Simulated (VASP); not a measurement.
Wanted: the native input for a VASP 6.6.1 run.

- Task: single point
- Functional: LDA
- Potentials or basis: VASP PAW LDA potentials, release 64 (Tl_d, Ag, Te)
- Cutoff: 520 eV
- k mesh: 13 × 13 × 13
- Occupations: fermi-dirac, width 0.05 eV
- Spin: no spin polarisation
- Dipole correction: no
- Further INCAR settings: ALGO = Normal; EDIFF = 1e-06; NBANDS = 26

The structure of TlAgTe2 lies in POSCAR:

```
TlAgTe2
1.0
   -1.9600000000      1.9600000000      7.4578000000
    1.9600000000     -1.9600000000      7.4578000000
    1.9600000000      1.9600000000     -7.4578000000
Tl Ag Te
1 1 2
Direct
    0.0000000000      0.0000000000      0.0000000000
    0.7500000000      0.2500000000      0.5000000000
    0.3690000000      0.3690000000      0.0000000000
    0.6310000000      0.6310000000      0.0000000000
```

This cell differs from its parent crystal: zz strain of -2 %.

One way to write it, as run:

INCAR

```
ALGO = Normal
EDIFF = 1E-6
ENCUT = 520
ISIF = 2
ISMEAR = -1
LASPH = True
LCHARG = False
LREAL = False
LWAVE = False
NBANDS = 26
NELM = 80
PREC = Accurate
SIGMA = 0.05
```

KPOINTS

```
k-points
0
Gamma
  13 13 13
```

Potentials or basis: VASP PAW LDA potentials, release 64 (Tl_d, Ag, Te).

The run is started by

```sh
$ cat potpaw_LDA.64/Tl_d/POTCAR potpaw_LDA.64/Ag/POTCAR potpaw_LDA.64/Te/POTCAR > POTCAR
$ mpirun -np 1 vasp_std > vasp.out
```

Results of the run:

| Property | Result |
| --- | --- |
| Pressure | -0.2 GPa |
| Largest force | 0.271 eV/Å |
| Band gap on the k mesh | zero (bands 18 and 19 overlap by 1.75 eV) |

Caveat: the cell differs from its parent crystal (zz strain of -2 %); spin-orbit coupling is left out, which moves the levels of the heavy elements.

It took 25 min on 1 thread of Intel(R) Xeon(R) Platinum 8488C (Sapphire Rapids), with other jobs on the host, peak memory 0.84 GiB.
